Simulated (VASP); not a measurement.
Write the native input for VASP 6.6.1 that does the following.

- Task: single point
- Functional: PBE
- Dispersion: D3(BJ)
- Potentials or basis: VASP PAW PBE potentials, release 64 (O, H, C, N)
- Cutoff: 520 eV
- k mesh: 1 × 1 × 1
- Occupations: fermi-dirac, width 0.02 eV
- Spin: no spin polarisation
- Dipole correction: no
- Further INCAR settings: LREAL = Auto; ALGO = Normal; EDIFF = 1e-06; NBANDS = 61

The structure of H19C2NO8 lies in POSCAR:

```
H19C2NO8
1.0
    5.6365030000      0.0000000000      0.0000000000
    0.0000000000      5.6365030000      0.0000000000
    0.0000000000      0.0000000000      5.6365030000
O H C N
8 19 2 1
Direct
    1.1261060271      1.0252988422      0.6119929325
    0.3835179366      0.1800052266      0.3269580447
    0.3283418815      0.6108397352      0.4870573120
    0.7223982672      0.7965932068      0.3971079231
    0.8842184596      0.2783995680      0.3352610652
    1.0177232231      0.8228151391      1.0927874961
    0.8891328542      0.4773881962      0.6820718449
    0.1766875667      0.3505719770      0.9721808008
    1.1092161221      0.8937811263      0.4956619379
    1.4580671739      1.0246246653      0.2445133090
    0.4396697740      0.4983586454      0.3916435421
    0.2507405744      0.1291226138      0.4878556793
    0.2751528740      0.2848929558      1.1154079045
    0.1718263966      0.5714003878      0.4628224273
    0.6036899120      0.8064574790      0.5162065912
    0.8091364451      0.9658293449      0.4216266717
    0.8488064319      0.4463228353      0.2717642482
    0.8974003917      0.2678256359      0.1275968451
    1.1373896191      0.7051535323      1.1446813742
    1.1123386256      0.9819208825      1.0858328293
    0.8618286906      0.6269135313      0.7731389480
    0.7948013156      0.4651997879      0.5376383194
    0.1363079200      0.5219016117      0.9921577262
    0.0027499320      0.1447706140      0.5880951363
    0.4953071080      0.1540316753      0.6501726336
    0.5556281971      0.3536944804      0.8971165277
    0.7952803361      0.1133859061      0.7512104580
    0.6070962794      0.1634169271      0.8069542410
    0.4991215298     -0.0493036196      0.9029179972
    0.4242346717     -0.2363344790      0.9838014812
```

One way to write it, as run:

INCAR

```
PREC     = Accurate       # precision mode
ENCUT    = 520            # plane-wave cutoff, eV
EDIFF    = 1E-6           # SCF threshold, eV
ISMEAR   = -1             # smearing method
SIGMA    = 0.02           # smearing width, eV
LREAL    = Auto         
LASPH    = True           # aspherical terms in the spheres
NELM     = 60             # most SCF steps
ALGO     = Normal         # electronic algorithm
ISIF     = 2              # what is computed and relaxed
LWAVE    = False          # write WAVECAR
LCHARG   = False          # write CHGCAR
GGA      = PE             # functional
IVDW     = 12             # dispersion correction
NBANDS   = 61             # bands
```

KPOINTS

```
regular mesh
0
Gamma
  1 1 1
```

Potentials or basis: VASP PAW PBE potentials, release 64 (O, H, C, N).

Run with:

```bash
$ cat potpaw_PBE.64/O/POTCAR potpaw_PBE.64/H/POTCAR potpaw_PBE.64/C/POTCAR potpaw_PBE.64/N/POTCAR > POTCAR
$ mpirun -np 1 vasp_gam > vasp.out
```

It gave:

The pressure is 6.1 GPa. The largest force is 7.214 eV/Å and the dispersion energy per atom is -0.069 eV.

Caveat: the k points lie up to 1.11 Å⁻¹ apart, too coarse for converged energies, forces and pressures; the atoms stand as in a frame of molecular dynamics.

Wall time 27 s on 1 thread of Intel(R) Xeon(R) Platinum 8488C (Sapphire Rapids) (shared host), peak memory 0.26 GiB.
